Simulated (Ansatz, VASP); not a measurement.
# F in VASP and in Ansatz

```
F
1.0
     0.00000    2.23228    2.23228
     2.23228    0.00000    2.23228
     2.23228    2.23228    0.00000
F
2
Direct
  0.00000 0.00000 0.00000
  0.25000 0.25000 0.25000
```

Alike in both runs: task relaxation of cell and atoms; functional PBE; k mesh 16 × 16 × 16; occupations fermi-dirac, width 0.05 eV; no spin polarisation.

|  | VASP | Ansatz |
| --- | --- | --- |
| version | VASP 6.6.1 | Ansatz 0.2.0 |
| potentials or method | VASP PAW PBE potentials, release 64 (F_h) | PAW with Ansatz's default frozen-core files, scalar-relativistic |
| plane-wave cutoff (eV) | 910 | 420 |
| valence electrons in the cell | 14 | 14 |

|  | VASP | Ansatz | Ansatz less VASP |
| --- | --- | --- | --- |
| relaxed volume (Å³/atom) | 12.97 | 14.47 | +1.507 |
| relaxed cell length with the largest relative difference (Å) | 3.323 | 3.447 | +0.1240 |

One of these differences is far larger than is usual between the two programs; its cause wasn't traced.

Noted on VASP's run: the cutoff is short for stress, so the pressure is rough; the volume moved by over 15 % at a fixed basis, so the end points are rough.
